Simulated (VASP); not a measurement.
## Sn: single point with PBE

The system is Sn.

```
Sn
1.0
     0.00000    3.32772    3.32772
     3.32772    0.00000    3.32772
     3.32772    3.32772    0.00000
Sn
2
Direct
  0.00000 0.00000 0.00000
  0.25000 0.25000 0.25000
```

```json
{
  "Program": "VASP 6.6.1",
  "Task": "single point",
  "Functional": "PBE",
  "Potentials or basis": "VASP PAW PBE potentials, release 64 (Sn_d)",
  "Cutoff": "520 eV",
  "k mesh": "6 × 6 × 6",
  "Occupations": "fermi-dirac, width 0.02 eV",
  "Spin": "no spin polarisation"
}
```

```
Pressure               : 0.0 GPa
Band gap on the k mesh : zero (band 14 reaches 4.97 eV, above the bottom of band 15 at 4.73 eV)
```

Levels at points of the mesh, in eV from the Fermi level:
```tsv
k point	band 10	band 11	band 12	band 13	band 14	band 15	band 16	band 17	band 18	band 19
(0.00, 0.00, 0.00)	-21.10	-9.98	-1.01	0.23	0.23	0.23	2.29	2.29	2.29	5.11
(0.50, 0.00, 0.00)	-21.06	-8.50	-5.89	-0.86	-0.86	0.00	3.34	3.34	5.83	8.34
(0.50, 0.50, 0.00)	-21.04	-7.12	-7.12	-2.08	-2.08	1.04	1.04	7.39	7.39	8.92
```

It took 14 s on 1 thread of AMD EPYC 9R45 96-Core Processor (Zen 5), on a shared host, peak memory 0.17 GiB.

Caveat: spin-orbit coupling is left out, which moves the levels of the heavy elements.
